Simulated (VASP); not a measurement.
**SiNi2: single point with PBEsol**

The system is SiNi2.

```
Si Ni
1.0
     5.20528    0.00000    0.00000
     0.00000    3.76397    0.00000
     0.00000    0.00000    7.15250
Si Ni
4 8
Direct
  0.27750 0.75000 0.61698
  0.72250 0.25000 0.38302
  0.22250 0.25000 0.11698
  0.77750 0.75000 0.88302
  0.96207 0.75000 0.19800
  0.03793 0.25000 0.80200
  0.53793 0.25000 0.69800
  0.46207 0.75000 0.30200
  0.83465 0.75000 0.55995
  0.16535 0.25000 0.44005
  0.66535 0.25000 0.05995
  0.33465 0.75000 0.94005
```

```
Program             : VASP 6.6.1
Task                : single point
Functional          : PBEsol
Potentials or basis : VASP PAW PBE potentials, release 64 (Si, Ni)
Cutoff              : 520 eV
k mesh              : 8 × 10 × 6
Occupations         : gaussian, width 0.1 eV
Spin                : no spin polarisation
```

```
Pressure               : -15.6 GPa
Largest force          : 0.009 eV/Å
Band gap on the k mesh : zero (bands 48 and 49 overlap by 1.63 eV)
```

Forces in eV/Å, atoms in the order of the input:
```
Si  -0.009  0.000  0.000
Si   0.009  0.000  0.000
Si   0.009  0.000  0.000
Si  -0.009  0.000  0.000
Ni  -0.006  0.000  0.004
Ni   0.006  0.000 -0.004
Ni   0.006  0.000  0.004
Ni  -0.006  0.000 -0.004
Ni  -0.005  0.000  0.005
Ni   0.005  0.000 -0.005
Ni   0.005  0.000  0.005
Ni  -0.005  0.000 -0.005
```

Stress tensor (GPa, compression positive):
```
-15.74   0.00   0.00
  0.00 -15.48   0.00
  0.00   0.00 -15.62
```

Levels at points of the mesh, in eV from the Fermi level:
| k point | band 45 | band 46 | band 47 | band 48 | band 49 | band 50 | band 51 | band 52 |
| --- | --- | --- | --- | --- | --- | --- | --- | --- |
| (0.00, 0.00, 0.00) | -0.94 | -0.90 | -0.61 | -0.35 | 0.50 | 0.70 | 2.08 | 2.10 |
| (0.50, 0.00, 0.00) | -0.91 | -0.91 | 1.18 | 1.18 | 1.59 | 1.59 | 2.39 | 2.39 |
| (0.00, 0.50, 0.00) | -0.94 | -0.94 | -0.89 | -0.89 | 0.59 | 0.59 | 1.26 | 1.26 |
| (0.50, 0.50, 0.00) | -0.81 | -0.81 | -0.81 | -0.81 | 0.02 | 0.02 | 0.02 | 0.02 |
| (0.00, 0.00, 0.50) | -1.03 | -1.03 | -0.45 | -0.45 | 0.29 | 0.29 | 1.31 | 1.31 |
| (0.50, 0.00, 0.50) | -0.66 | -0.66 | 0.33 | 0.33 | 1.76 | 1.76 | 1.82 | 1.82 |
| (0.00, 0.50, 0.50) | -0.74 | -0.74 | -0.39 | -0.39 | -0.34 | -0.34 | 0.88 | 0.88 |
| (0.50, 0.50, 0.50) | -0.73 | -0.73 | -0.73 | -0.73 | 0.50 | 0.50 | 0.50 | 0.50 |

Wall time 33 min on 1 thread of Intel Xeon 8259CL, on a shared host, peak memory 0.75 GiB.

Caveat: the cell stands under tension; the PAW data sets were made with another functional, which shifts forces and pressure a little. Spin polarisation is off, so any magnetic state and its effect on volume and gap are missing.
